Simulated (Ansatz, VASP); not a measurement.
**Two plane-wave programs on MgCdSe**

```
CELL_PARAMETERS angstrom
2.15217 -4.04790 0.00000
2.15217 4.04790 0.00000
0.00000 0.00000 4.48323
ATOMIC_POSITIONS crystal
Mg 0.00000 0.00000 0.00000
Cd 0.00000 0.00000 0.50000
Se 0.50000 0.50000 0.00000
```

Alike in both runs: task single point; functional PBE; k mesh 4 × 4 × 4; occupations gaussian, width 0.1 eV; no spin polarisation.

|  | VASP | Ansatz |
| --- | --- | --- |
| version | VASP 6.6.1 | Ansatz 0.2.0 |
| potentials or method | VASP PAW PBE potentials, release 64 (Mg, Cd, Se), cutoff 520 eV | scalar-relativistic, plane waves, PAW |
| valence electrons in the cell | 20 | 46 |

VASP gave:

* gap on the k mesh at the Fermi level (eV): none
* pressure (GPa): 26.4
* traceless stress, the component that is largest in VASP (GPa): -27.93

Task: Estimate Ansatz's values.

Result: gap on the k mesh at the Fermi level (eV): none; pressure (GPa): 26.1; traceless stress, the component that is largest in VASP (GPa): -27.62.

A gap of «none» marks a metal or a gap that the smearing closes. With one functional, cell and mesh, what is left measures potentials, basis and numerics. VASP's potentials hold 20 valence electrons a cell and Ansatz's 46, so a difference there can come from the potentials and not from the codes.

The k mesh is coarse, so the values compare programs but aren't converged.
